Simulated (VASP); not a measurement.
# KBr (Fm-3m) in VASP: notebook

The runs below take KBr through electric field gradients, with PBE.

Everything below comes from runs of VASP 6.6.1. Logs are shortened: lines on timing, memory, paths and dates and some standing lists are left out, and cuts for length are marked.

### 1 The cell of the first run

The structure is cubic, space group Fm-3m (No. 225). The conventional cell has a = 6.473 Å, b = 6.473 Å, c = 6.473 Å, α = 90.00°, β = 90.00°, γ = 90.00°. K (site symmetry m-3m) has 6 Br at 3.24 Å within 4.3 Å. Within 4.3 Å of Br (site symmetry m-3m) lie 6 K at 3.24 Å.

### 2 Electric field gradients, PBE (volume scaled by 0.95)

Input file INCAR:

```
SYSTEM = KBr
PREC = Accurate ; ENCUT = 520
EDIFF = 1E-8 ; ISMEAR = -1
SIGMA = 0.01 ; LREAL = .FALSE.
LASPH = .TRUE. ; NELM = 100
ALGO = Normal ; ISIF = 2
LWAVE = .FALSE. ; LCHARG = .FALSE.
GGA = PE ; LEFG = .TRUE.
NBANDS = 15
```

Input file KPOINTS:

```
regular mesh
0
G
  7 7 7
  0 0 0
```

Input file POSCAR:

```
KBr
1.0
    0.0000000000      3.2366841324      3.2366841324
    3.2366841324      0.0000000000      3.2366841324
    3.2366841324      3.2366841324      0.0000000000
K Br
1 1
Direct
    0.0000000000      0.0000000000      0.0000000000
    0.5000000000      0.5000000000      0.5000000000
```

Potentials or basis: VASP PAW PBE potentials, release 64 (K_sv, Br).

Started as:

```bash
$ cat potpaw_PBE.64/K_sv/POTCAR potpaw_PBE.64/Br/POTCAR > POTCAR
$ mpirun -np 1 vasp_std > vasp.out
```

OUTCAR:

```text
SYSTEM = KBr
   PREC = Accurate
   ENCUT = 520
   EDIFF = 1E-8
   ISMEAR = -1
   LREAL = .FALSE.
   LASPH = .TRUE.
   NELM = 100
   ISIF = 2
   GGA = PE

 ion  position               nearest neighbor table
   1  0.000  0.000  0.000-   2 3.24   2 3.24   2 3.24   2 3.24   2 3.24   2 3.24
   2  0.500  0.500  0.500-   1 3.24   1 3.24   1 3.24   1 3.24   1 3.24   1 3.24

  LATTYP: Found a face centered cubic cell.
 ALAT       =     6.4733682648

  Lattice vectors:

 A1 = (   0.0000000000,   3.2366841324,   3.2366841324)
 A2 = (   3.2366841324,   0.0000000000,   3.2366841324)
 A3 = (   3.2366841324,   3.2366841324,   0.0000000000)

Analysis of symmetry for initial positions (statically):
=====================================================================
 Subroutine PRICEL returns:
 Original cell was already a primitive cell.

 Routine SETGRP: Setting up the symmetry group for a
 face centered cubic supercell.

 Subroutine GETGRP returns: Found 48 space group operations
 (whereof 48 operations were pure point group operations)
 out of a pool of 48 trial point group operations.

The static configuration has the point symmetry O_h .

Analysis of symmetry for dynamics (positions and initial velocities):
=====================================================================
 Subroutine PRICEL returns:
 Original cell was already a primitive cell.

 Routine SETGRP: Setting up the symmetry group for a
 face centered cubic supercell.

 Subroutine GETGRP returns: Found 48 space group operations
 (whereof 48 operations were pure point group operations)
 out of a pool of 48 trial point group operations.

The dynamic configuration has the point symmetry O_h .

 Subroutine INISYM returns: Found 48 space group operations
 (whereof 48 operations are pure point group operations),
 and found     1 'primitive' translations

----------------------------------------------------------------------------------------

                                     Primitive cell

  volume of cell :      67.8158

  direct lattice vectors                    reciprocal lattice vectors
     0.000000000  3.236684132  3.236684132    -0.154479084  0.154479084  0.154479084
     3.236684132  0.000000000  3.236684132     0.154479084 -0.154479084  0.154479084
     3.236684132  3.236684132  0.000000000     0.154479084  0.154479084 -0.154479084

  length of vectors
     4.577362597  4.577362597  4.577362597     0.267565622  0.267565622  0.267565622

  position of ions in fractional coordinates (direct lattice)
     0.000000000  0.000000000  0.000000000
     0.500000000  0.500000000  0.500000000

  ion indices of the primitive-cell ions
   primitive index   ion index
                 1           1
                 2           2

----------------------------------------------------------------------------------------

 KPOINTS: regular mesh

Automatic generation of k-mesh.
 Grid dimensions read from file:
 generate k-points for:    7    7    7

 Generating k-lattice:

  Cartesian coordinates                     Fractional coordinates (reciprocal lattice)
    -0.022068441  0.022068441  0.022068441     0.142857143  0.000000000  0.000000000
     0.022068441 -0.022068441  0.022068441     0.000000000  0.142857143  0.000000000
     0.022068441  0.022068441 -0.022068441     0.000000000  0.000000000  0.142857143

  Length of vectors
     0.038223660  0.038223660  0.038223660

  Shift w.r.t. Gamma in fractional coordinates (k-lattice)
     0.000000000  0.000000000  0.000000000

 Subroutine IBZKPT returns following result:
 ===========================================

 Found     20 irreducible k-points:

 Following reciprocal coordinates:
            Coordinates               Weight
  0.000000  0.000000  0.000000      1.000000
  0.142857  0.000000  0.000000      8.000000
  0.285714  0.000000  0.000000      8.000000
  0.428571  0.000000  0.000000      8.000000
  0.142857  0.142857  0.000000      6.000000
  0.285714  0.142857  0.000000     24.000000
[... 12 lines left out ...]
 -0.428571  0.428571  0.142857     24.000000
 -0.285714  0.428571  0.142857     24.000000
   k-points           NKPTS =     20   k-points in BZ     NKDIM =     20   number of bands    NBANDS=     15
   number of dos      NEDOS =    301   number of ions     NIONS =      2
   total plane-waves  NPLWV =  46656
   dimension x,y,z NGX =    36 NGY =   36 NGZ =   36
   dimension x,y,z NGXF=    72 NGYF=   72 NGZF=   72
   ions per type =               1   1
   NGX,Y,Z   is equivalent  to a cutoff of  13.07, 13.07, 13.07 a.u.
   NGXF,Y,Z  is equivalent  to a cutoff of  26.15, 26.15, 26.15 a.u.
 SYSTEM =  KBr
   PREC   = accura    normal or accurate (medium, high low for compatibility)
   ISTART =      0    job   : 0-new  1-cont  2-samecut
   ICHARG =      2    charge: 1-file 2-atom 10-const
   ISPIN  =      1    spin polarized calculation?
   LNONCOLLINEAR =      F non collinear calculations
   LSORBIT =      F    spin-orbit coupling
   LASPH  =      T    aspherical Exc in radial PAW
   ENCUT  =  520.0 eV  38.22 Ry    6.18 a.u.   8.51  8.51  8.51*2*pi/ulx,y,z
   NELM   =    100;   NELMIN=  2; NELMDL= -5     # of ELM steps
   EDIFF  = 0.1E-07   stopping-criterion for ELM
   LREAL  =      F    real-space projection
   EDIFFG = 0.1E-06   stopping-criterion for IOM
   NSW    =      0    number of steps for IOM
   IBRION =     -1    ionic relax: 0-MD 1-quasi-New 2-CG
   NFREE  =      0    steps in history (QN), initial steepest desc. (CG)
   ISIF   =      2    stress and relaxation
   ISYM   =      2    0-nonsym 1-usesym 2-fastsym
   POTIM  = 0.5000    time-step for ionic-motion
   TEBEG  =    0.0;   TEEND  =   0.0 temperature during run
   PSTRESS=    0.0 pullay stress
   NELECT =      16.0000    total number of electrons
   NUPDOWN=      -1.0000    fix difference up-down
   EMIN   =  10.00;   EMAX   =-10.00  energy-range for DOS
   EFERMI =   0.00;   METHOD = LEGACY
   ISMEAR =    -1;   SIGMA  =   0.01  broadening in eV -4-tet -1-fermi 0-gaus
   EFERMI_NEDOS =   21; number of points for ismear=-14 and -15
   IALGO  =     38    algorithm
   IMIX   =      4    mixing-type and parameters
     AMIX     =   0.40;   BMIX     =  1.00
     AMIX_MAG =   1.60;   BMIX_MAG =  1.00
  volume/ion in A,a.u.               =      33.91       228.82
  Fermi-wavevector in a.u.,A,eV,Ry     =   1.011590  1.911628 13.923035  1.023314
  Thomas-Fermi vector in A             =   2.144649
   LORBIT       =      0    0 simple, 1 ext, 2 COOP (PROOUT), +10 PAW based schemes
   GGA     = PE    functional components
   LHFCALC =     F    Hartree Fock is set to
   AEXX    =    0.0000 exact exchange contribution
   IVDW    =     0    specifies the selected vdW correction
   LEPSILON=     F    determine dielectric tensor
   LRPA    =     F    only Hartree local field effects (RPA)
 non-spin polarized calculation
  energy-cutoff  :      520.00
  volume of cell :       67.82
 maximum number of plane-waves:      1841
 NGX is ok and might be reduce to    36
   NGX = 17   NGY = 17   NGZ = 17

 number of electron      16.0000002 magnetization

 Free energy of the ion-electron system (eV)
  ---------------------------------------------------
  ext. energy  EPLUGINS =         0.00000000
  ---------------------------------------------------
  free energy    TOTEN  =        -6.18199308 eV

  energy without entropy =       -6.18199308  energy(sigma->0) =       -6.18199308

 E-fermi :  -1.2629     XC(G=0):  -7.6059

 val. band max:       -1.4989988919   @ k =   0.0000   0.0000   0.0000
 cond. band min:       3.0966288868   @ k =   0.0000   0.0000   0.0000
 fundamental gap:      4.5956277787
 Fermi energy:        -1.2629078225

 k-point     1 :       0.0000    0.0000    0.0000
  band No.  band energies     occupation
      1     -29.1612      2.00000
      2     -13.8666      2.00000
      3     -12.6434      2.00000
      4     -12.6434      2.00000
      5     -12.6434      2.00000
      6      -1.4990      2.00000
      7      -1.4990      2.00000
      8      -1.4990      2.00000
      9       3.0966      0.00000
     10       6.1104      0.00000
     11       6.1104      0.00000
     12       6.1104      0.00000
     13       6.9713      0.00000
     14       6.9713      0.00000
[... 329 lines left out ...]
      2     -13.8771      2.00000
      3     -12.7283      2.00000
      4     -12.6981      2.00000
      5     -12.5297      2.00000
      6      -2.2403      2.00000
      7      -2.1756      2.00000
      8      -1.9626      2.00000
      9       5.5957      0.00000
     10       6.3833      0.00000
     11       7.0721      0.00000
     12       7.7817      0.00000
     13       9.1688      0.00000
     14       9.1921      0.00000
     15      10.1055      0.00000

------------------------ aborting loop because EDIFF is reached ----------------------------------------

  FORCE on cell =-STRESS in cart. coord.  units (eV):
  Direction    XX          YY          ZZ          XY          YZ          ZX
  --------------------------------------------------------------------------------------
  -------------------------------------------------------------------------------------
  Total        0.7983647      0.7983647      0.7983647     -0.0000000      0.0000000      0.0000000
  in kB       18.8617065     18.8617065     18.8617065     -0.0000000      0.0000000      0.0000000
  external PRESSURE =      18.8617065 kB  Pullay stress =       0.0000000 kB

 VOLUME and BASIS-vectors are now :
 -----------------------------------------------------------------------------
  energy-cutoff  :      520.00
  volume of cell :       67.82
      direct lattice vectors                 reciprocal lattice vectors
     0.000000000  3.236684132  3.236684132    -0.154479084  0.154479084  0.154479084
     3.236684132  0.000000000  3.236684132     0.154479084 -0.154479084  0.154479084
     3.236684132  3.236684132  0.000000000     0.154479084  0.154479084 -0.154479084

 POSITION                                       TOTAL-FORCE (eV/Angst)
 -----------------------------------------------------------------------------------
      0.00000      0.00000      0.00000         0.000000      0.000000     -0.000000
      3.23668      3.23668      3.23668         0.000000      0.000000      0.000000
 -----------------------------------------------------------------------------------
    total drift:                                0.000000      0.000000      0.000000

  FREE ENERGIE OF THE ION-ELECTRON SYSTEM (eV)
  ---------------------------------------------------
  free  energy   TOTEN  =        -6.1819930815 eV

  energy  without entropy=       -6.1819930815  energy(sigma->0) =       -6.18199308

 Electric field gradients (V/A^2)
---------------------------------------------------------------------
 ion       V_xx      V_yy      V_zz      V_xy      V_xz      V_yz
---------------------------------------------------------------------
   1       0.000     0.000    -0.000    -0.000    -0.000    -0.000
   2       0.000     0.000    -0.000     0.000     0.000     0.000
---------------------------------------------------------------------

 Electric field gradients after diagonalization (V/A^2)
 (convention: |V_zz| > |V_xx| > |V_yy|)
----------------------------------------------------------------------
 ion       V_xx      V_yy      V_zz     asymmetry (V_yy - V_xx)/ V_zz
----------------------------------------------------------------------
   1       0.000     0.000    -0.001       0.000
   2      -0.000    -0.000     0.001       0.000
----------------------------------------------------------------------

           NMR quadrupolar parameters

 Cq : quadrupolar parameter    Cq=e*Q*V_zz/h
 eta: asymmetry parameters     (V_yy - V_xx)/ V_zz
 Q  : nuclear electric quadrupole moment in mb (millibarn)
----------------------------------------------------------------------
 ion       Cq(MHz)       eta       Q (mb)
----------------------------------------------------------------------
   1      -0.000       0.000       1.000
   2       0.000       0.000       1.000
----------------------------------------------------------------------
```

It took 22 s on 1 thread of Intel Xeon 6975P-C (Granite Rapids), shared host; peak memory 0.21 GiB.

What came out:

```yaml
Free_energy: -6.1820 eV
Pressure: 1.9 GPa
Band_gap_on_the_k_mesh: 4.60 eV, direct
```

Caveat: without QUAD_EFG the Cq values of the log hold for a quadrupole moment of 1 mb, not for the nuclei.

### 3 Electric field gradients, PBE (volume scaled by 0.975)

Input file INCAR:

```
PREC = Accurate ; ENCUT = 520
EDIFF = 1E-8 ; ISMEAR = -1
SIGMA = 0.01 ; LREAL = False
LASPH = True ; NELM = 100
ALGO = Normal ; ISIF = 2
LWAVE = False ; LCHARG = False
GGA = PE ; LEFG = True
NBANDS = 15
```

Input file KPOINTS:

```
Automatic mesh
0
Gamma
  7 7 7
```

Input file POSCAR:

```
KBr
1.0
    0.0000000000      3.2648306246      3.2648306246
    3.2648306246      0.0000000000      3.2648306246
    3.2648306246      3.2648306246      0.0000000000
K Br
1 1
Direct
    0.0000000000      0.0000000000      0.0000000000
    0.5000000000      0.5000000000      0.5000000000
```

Potentials or basis: VASP PAW PBE potentials, release 64 (K_sv, Br).

Started as:

```bash
$ cat potpaw_PBE.64/K_sv/POTCAR potpaw_PBE.64/Br/POTCAR > POTCAR
$ mpirun -np 1 vasp_std > vasp.out
```

OUTCAR:

```text
PREC = Accurate
   ENCUT = 520
   EDIFF = 1E-8
   ISMEAR = -1
   LREAL = False
   LASPH = True
   NELM = 100
   ISIF = 2
   GGA = PE

 ion  position               nearest neighbor table
   1  0.000  0.000  0.000-   2 3.26   2 3.26   2 3.26   2 3.26   2 3.26   2 3.26
   2  0.500  0.500  0.500-   1 3.26   1 3.26   1 3.26   1 3.26   1 3.26   1 3.26

  LATTYP: Found a face centered cubic cell.
 ALAT       =     6.5296612492

  Lattice vectors:

 A1 = (   0.0000000000,   3.2648306246,   3.2648306246)
 A2 = (   3.2648306246,   0.0000000000,   3.2648306246)
 A3 = (   3.2648306246,   3.2648306246,   0.0000000000)

Analysis of symmetry for initial positions (statically):
=====================================================================
 Subroutine PRICEL returns:
 Original cell was already a primitive cell.

 Routine SETGRP: Setting up the symmetry group for a
 face centered cubic supercell.

 Subroutine GETGRP returns: Found 48 space group operations
 (whereof 48 operations were pure point group operations)
 out of a pool of 48 trial point group operations.

The static configuration has the point symmetry O_h .

Analysis of symmetry for dynamics (positions and initial velocities):
=====================================================================
 Subroutine PRICEL returns:
 Original cell was already a primitive cell.

 Routine SETGRP: Setting up the symmetry group for a
 face centered cubic supercell.

 Subroutine GETGRP returns: Found 48 space group operations
 (whereof 48 operations were pure point group operations)
 out of a pool of 48 trial point group operations.
[... 497 lines left out ...]
      4     -12.8528      2.00000
      5     -12.6960      2.00000
      6      -2.3203      2.00000
      7      -2.2634      2.00000
      8      -2.0525      2.00000
      9       5.4680      0.00000
     10       6.2305      0.00000
     11       6.8549      0.00000
     12       7.5671      0.00000
     13       8.9775      0.00000
     14       8.9824      0.00000
     15       9.8472      0.00000

------------------------ aborting loop because EDIFF is reached ----------------------------------------

  FORCE on cell =-STRESS in cart. coord.  units (eV):
  Direction    XX          YY          ZZ          XY          YZ          ZX
  --------------------------------------------------------------------------------------
  -------------------------------------------------------------------------------------
  Total        0.5838540      0.5838540      0.5838540      0.0000000      0.0000000     -0.0000000
  in kB       13.4401129     13.4401129     13.4401129      0.0000000      0.0000000     -0.0000000
  external PRESSURE =      13.4401129 kB  Pullay stress =       0.0000000 kB

 VOLUME and BASIS-vectors are now :
 -----------------------------------------------------------------------------
  energy-cutoff  :      520.00
  volume of cell :       69.60
      direct lattice vectors                 reciprocal lattice vectors
     0.000000000  3.264830625  3.264830625    -0.153147301  0.153147301  0.153147301
     3.264830625  0.000000000  3.264830625     0.153147301 -0.153147301  0.153147301
     3.264830625  3.264830625  0.000000000     0.153147301  0.153147301 -0.153147301

 POSITION                                       TOTAL-FORCE (eV/Angst)
 -----------------------------------------------------------------------------------
      0.00000      0.00000      0.00000         0.000000      0.000000      0.000000
      3.26483      3.26483      3.26483        -0.000000     -0.000000     -0.000000
 -----------------------------------------------------------------------------------
    total drift:                                0.000000      0.000000      0.000000

  FREE ENERGIE OF THE ION-ELECTRON SYSTEM (eV)
  ---------------------------------------------------
  free  energy   TOTEN  =        -6.2000886386 eV

  energy  without entropy=       -6.2000886386  energy(sigma->0) =       -6.20008864

 Electric field gradients (V/A^2)
---------------------------------------------------------------------
 ion       V_xx      V_yy      V_zz      V_xy      V_xz      V_yz
---------------------------------------------------------------------
   1      -0.000    -0.000    -0.000    -0.000    -0.000    -0.000
   2       0.000    -0.000    -0.000     0.000     0.000     0.000
---------------------------------------------------------------------

 Electric field gradients after diagonalization (V/A^2)
 (convention: |V_zz| > |V_xx| > |V_yy|)
----------------------------------------------------------------------
 ion       V_xx      V_yy      V_zz     asymmetry (V_yy - V_xx)/ V_zz
----------------------------------------------------------------------
   1       0.000     0.000    -0.000       0.000
   2      -0.000    -0.000     0.001       0.000
----------------------------------------------------------------------

           NMR quadrupolar parameters

 Cq : quadrupolar parameter    Cq=e*Q*V_zz/h
 eta: asymmetry parameters     (V_yy - V_xx)/ V_zz
 Q  : nuclear electric quadrupole moment in mb (millibarn)
----------------------------------------------------------------------
 ion       Cq(MHz)       eta       Q (mb)
----------------------------------------------------------------------
   1      -0.000       0.000       1.000
   2       0.000       0.000       1.000
----------------------------------------------------------------------
```

stdout:

```text
POSCAR found type information on POSCAR K Br
 POSCAR found :  2 types and       2 ions
 scaLAPACK will be used
 LDA part: xc-table for (Slater+PW92), standard interpolation
 POSCAR, INCAR and KPOINTS ok, starting setup
 FFT: planning ... GRIDC
 FFT: planning ... GRID_SOFT
 FFT: planning ... GRID
 WAVECAR not read
 entering main loop
ion   1

ion   2
```

It took 25 s on 1 thread of Intel Xeon 6975P-C (Granite Rapids), shared host; peak memory 0.2 GiB.

Results:

* Free energy: -6.2001 eV
* Pressure: 1.3 GPa
* Band gap on the k mesh: 4.52 eV, direct

Levels at points of the mesh, in eV from the valence-band top:
```csv
k point,band 5,band 6,band 7,band 8,band 9,band 10,band 11,band 12
"(0.00, 0.00, 0.00)",-11.19,0.00,0.00,0.00,4.52,7.61,7.61,7.61
```

Caveat: without QUAD_EFG the Cq values of the log hold for a quadrupole moment of 1 mb, not for the nuclei.

(Continued in part 2 of 2.)
